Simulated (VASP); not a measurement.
Here is a VASP 6.6.1 calculation.

File INCAR:

```
SYSTEM = Ti2C
PREC     = Accurate       ! precision mode
ENCUT    = 520            ! plane-wave cutoff, eV
EDIFF    = 1E-7           ! SCF threshold, eV
ISMEAR   = 0              ! smearing method
SIGMA    = 0.1            ! smearing width, eV
LREAL    = .False.        ! projectors in reciprocal space
LASPH    = .True.         ! aspherical terms in the spheres
NELM     = 100            ! most SCF steps
ALGO     = Normal         ! electronic algorithm
ISIF     = 2              ! what is computed and relaxed
LWAVE    = .False.        ! write WAVECAR
LCHARG   = .False.        ! write CHGCAR
GGA      = PS             ! functional
NBANDS   = 52             ! bands
```

The input KPOINTS:

```
regular mesh
0
Gamma
  12 12 4
  0 0 0
```

The input POSCAR:

```
Ti2C
1.0
    3.1138633355      0.0000000000      0.0000000000
   -1.5569316678      2.6966847525      0.0000000000
    0.0000000000      0.0000000000     14.1464100688
Ti C
6 3
Direct
    0.3333333333      0.6666666667      0.9122005474
    0.0000000000      0.0000000000      0.7544661193
    0.0000000000      0.0000000000      0.2455338807
    0.6666666667      0.3333333333      0.0877994526
    0.6666666667      0.3333333333      0.5788672141
    0.3333333333      0.6666666667      0.4211327859
    0.6666666667      0.3333333333      0.8333333333
    0.3333333333      0.6666666667      0.1666666667
    0.0000000000      0.0000000000      0.5000000000
```

Potentials or basis: VASP PAW PBE potentials, release 64 (Ti_sv, C).

The run is started by

```sh
$ cat potpaw_PBE.64/Ti_sv/POTCAR potpaw_PBE.64/C/POTCAR > POTCAR
$ mpirun -np 1 vasp_std > vasp.out
```

(1) Predict the largest force.

(2) Estimate the pressure.

(3) Estimate the band gap on the k mesh.

Answers

(1) 0.041 eV/Å.

(2) -4.7 GPa.

(3) zero (bands 42 and 43 overlap by 0.94 eV).

Caveat: the cell differs from its parent crystal (biaxial strain in the a-b plane: +2.0 %); the stress differs along the axes, from -7 to -0 GPa; the PAW data sets were made with another functional, which shifts forces and pressure a little.
